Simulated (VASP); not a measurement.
**CsI: single point with PBE**

The system is CsI.

```
Cs I
1.0
     4.52057    0.00000    0.00000
     0.00000    4.52057    0.00000
     0.00000    0.00000    4.52057
Cs I
1 1
Cartesian
  0.0000 0.0000 0.0000
  2.2603 2.2603 2.2603
```

```yaml
Program: VASP 6.6.1
Task: single point
Functional: PBE
Potentials_or_basis: VASP PAW PBE potentials, release 64 (Cs_sv, I)
Cutoff: 500 eV
k_mesh: 7 × 7 × 7
Occupations: fermi-dirac, width 0.01 eV
Spin: no spin polarisation
Dipole_correction: no
Further_INCAR_settings: ALGO = Normal; EDIFF = 1e-06; NBANDS = 15
```

```
Pressure               : 1.2 GPa
Band gap on the k mesh : 4.01 eV (least direct gap 4.06 eV)
```

Levels at points of the mesh, in eV from the valence-band top:
```csv
k point,band 5,band 6,band 7,band 8,band 9,band 10,band 11,band 12
"(0.00, 0.00, 0.00)",-7.02,-0.06,-0.06,-0.06,4.01,4.16,4.16,7.85
```

Run time: 14 s on 1 thread of AMD EPYC 9R45 96-Core Processor (Zen 5), with other jobs on the host, peak memory 0.18 GiB.

Caveat: spin-orbit coupling is left out, which moves the levels of the heavy elements; an odd mesh through Γ misses points on the zone boundary, where band edges can lie.
